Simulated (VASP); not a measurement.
Wanted: the native input for a VASP 6.6.1 run.

```
Task                   : single point
Functional             : PBE
Potentials or basis    : VASP PAW PBE potentials, release 64 (Al)
Cutoff                 : 520 eV
k mesh                 : 2 × 12 × 1
Occupations            : gaussian, width 0.1 eV
Spin                   : no spin polarisation
Dipole correction      : yes
Further INCAR settings : LREAL = Auto; ALGO = Normal; EDIFF = 1e-06; NBANDS = 60
```

The structure of Al lies in POSCAR:

```
Al
1.0
   17.1464492138      0.0000000000      0.0000000000
    0.0000000000      2.8577415356      0.0000000000
    0.0000000000      0.0000000000     20.0829136749
Al
27
Direct
    0.0000000000      0.0000000000      0.0746903574
    0.0833333333      0.5000000000      0.1753096426
    0.1666666667      1.0000000000      0.0746903574
    0.2500000000      0.5000000000      0.1753096426
    0.3333333333      1.0000000000      0.0746903574
    0.4166666667      0.5000000000      0.1753096426
    0.5000000000      1.0000000000      0.0746903574
    0.5833333333      0.5000000000      0.1753096426
    0.6666666667      1.0000000000      0.0746903574
    0.7500000000      0.5000000000      0.1753096426
    0.8333333333      0.0000000000      0.0746903574
    0.9166666667      0.5000000000      0.1753096426
    0.0000706527      0.0000000000      0.2766875268
    0.0852374770      0.5000000000      0.3741881037
    0.1666666667      1.0000000000      0.2739693141
    0.2480958563      0.5000000000      0.3741881037
    0.3332626806      1.0000000000      0.2766875268
    0.4178402308      0.5000000000      0.3817704042
    0.4990922665      1.0000000000      0.2759604217
    0.5829635975      0.5000000000      0.3772269142
    0.6666666667      1.0000000000      0.2750997166
    0.7503697358      0.5000000000      0.3772269142
    0.8342410669      0.0000000000      0.2759604217
    0.9154931025      0.5000000000      0.3817704042
    0.0052404841      0.0000000000      0.4779997778
    0.1666666667      1.0000000000      0.4794054455
    0.3280928492      1.0000000000      0.4779997778
```

These files were run (other wordings do the same):

INCAR

```
ALGO = Normal
DIPOL = 0.5 0.5 0.254
EDIFF = 1E-6
ENCUT = 520
GGA = PE
IDIPOL = 3
ISIF = 2
ISMEAR = 0
LASPH = True
LCHARG = True
LDIPOL = True
LELF = True
LREAL = Auto
LVACPOTAV = True
LVHAR = True
LWAVE = False
NBANDS = 60
NELM = 100
PREC = Accurate
SIGMA = 0.1
```

KPOINTS

```
k-points
0
Gamma
  2 12 1
```

Potentials or basis: VASP PAW PBE potentials, release 64 (Al).

The run is started by

```sh
$ cat potpaw_PBE.64/Al/POTCAR > POTCAR
$ mpirun -np 1 vasp_std > vasp.out
```

It gave:

```yaml
Largest_force: 0.149 eV/Å
```

Run time: 40 min on 1 thread of Intel Xeon 6975P-C (shared host), peak memory 1.1 GiB.
